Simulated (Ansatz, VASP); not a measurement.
Two plane-wave programs on SiO2

The input INCAR:

```
SYSTEM = SiO2
ALGO = Normal ; EDIFF = 1E-6
ENCUT = 520 ; GGA = PE
ISIF = 2 ; ISMEAR = -1
LASPH = .TRUE. ; LCHARG = .FALSE.
LREAL = .FALSE. ; LWAVE = .FALSE.
NBANDS = 25 ; NELM = 80
PREC = Accurate ; SIGMA = 0.02
```

KPOINTS

```
k-points
0
G
  6 6 10
  0 0 0
```

File POSCAR:

```
SiO2
1.0
    4.1433369106      0.0000000000      0.0000000000
    0.0000000000      4.1433369106      0.0000000000
    0.0000000000      0.0000000000      2.6829309357
Si O
2 4
Direct
    0.0000000000      0.0000000000      0.0000000000
    0.5000000000      0.5000000000      0.5000000000
    0.3051305505      0.3051305505      0.0000000000
    0.1948694495      0.8051305505      0.5000000000
    0.8051305505      0.1948694495      0.5000000000
    0.6948694495      0.6948694495      0.0000000000
```

Input for Ansatz:

```yaml
crystal:
  lattice:
    - [4.1433369106, 0.0, 0.0]
    - [0.0, 4.1433369106, 0.0]
    - [0.0, 0.0, 2.6829309357]
  atoms:
    - { symbol: Si, position: [0.0, 0.0, 0.0] }
    - { symbol: Si, position: [0.5, 0.5, 0.5] }
    - { symbol: O, position: [0.3051305505, 0.3051305505, 0.0] }
    - { symbol: O, position: [0.1948694495, 0.8051305505, 0.5] }
    - { symbol: O, position: [0.8051305505, 0.1948694495, 0.5] }
    - { symbol: O, position: [0.6948694495, 0.6948694495, 0.0] }
kpoints:
  mp_grid: { grid: [6, 6, 10] }
  band_path:
    path:
      - [0.0, 0.0, 0.0]
      - [0.0, 0.5, 0.0]
      - [0.5, 0.5, 0.0]
      - [0.0, 0.0, 0.5]
      - [0.0, 0.5, 0.5]
      - [0.5, 0.5, 0.5]
    npoints: 1
hamiltonian:
  xc: pbe
scf:
  occupations: { method: fermi_dirac, width: 0.02 }
  n_extra_bands: 5
output:
  forces: true
  stress: true
  eigenvalues: true
  write_density: true
  write_potential: true
  elf: true
  volumetric_format: npy
```

Change from the starting cell: epitaxial_xy strain -1.0%.

Alike in both runs: task single point; functional PBE; k mesh 6 × 6 × 10; occupations fermi-dirac, width 0.02 eV; no spin polarisation.

|  | VASP | Ansatz |
| --- | --- | --- |
| version | VASP 6.6.1 | Ansatz 0.2.0 |
| potentials or method | VASP PAW PBE potentials, release 64 (Si, O) | plane waves, PAW |
| plane-wave cutoff (eV) | 520 | 420 |
| valence electrons in the cell | 32 | 32 |

```tsv
	VASP	Ansatz	Ansatz less VASP
gap on the k mesh at the Fermi level (eV)	5.72	5.73	+0.013
pressure (GPa)	13.8	13.6	-0.19
traceless stress, the component that is largest in VASP (GPa)	-2.58	-2.96	-0.388
rms of the force components (eV/Å)	0.037	0.031	-0.0062
```

Atom by atom the forces differ by 0.006 eV/Å (rms over components). With one functional, cell and mesh, what is left measures potentials, basis and numerics.
